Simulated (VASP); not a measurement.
Here is a VASP 6.6.1 calculation.

Contents of INCAR:

```
PREC = Accurate
ENCUT = 520
EDIFF = 1E-6
ISMEAR = 0
SIGMA = 0.1
LREAL = False
LASPH = True
NELM = 60
ALGO = Normal
ISIF = 2
LWAVE = False
LCHARG = True
GGA = PE
LELF = True
LVHAR = True
NBANDS = 11
```

File KPOINTS:

```
regular mesh
0
Gamma
  4 6 6
```

File POSCAR:

```
MgS
1.0
    3.3134928068      0.0000000000      0.0000000000
    0.0000000000      1.8044659910      3.1268949856
    0.0000000000     -1.8044659910      3.1268949856
Mg S
1 1
Direct
    0.5000000000      0.6666527855      0.6666527855
    0.0000000000      0.3333472145      0.3333472145
```

Potentials or basis: VASP PAW PBE potentials, release 64 (Mg, S).

Launch:

```console
$ cat potpaw_PBE.64/Mg/POTCAR potpaw_PBE.64/S/POTCAR > POTCAR
$ mpirun -np 1 vasp_std > vasp.out
```

**Question.** What does it give for the band gap on the k mesh?

**Answer.** 1.13 eV, indirect (least direct gap 2.07 eV).

**Question.** Predict the pressure.

**Answer.** -0.2 GPa.

Caveat: the k points lie up to 0.47 Å⁻¹ apart. A k mesh can miss the band edges.
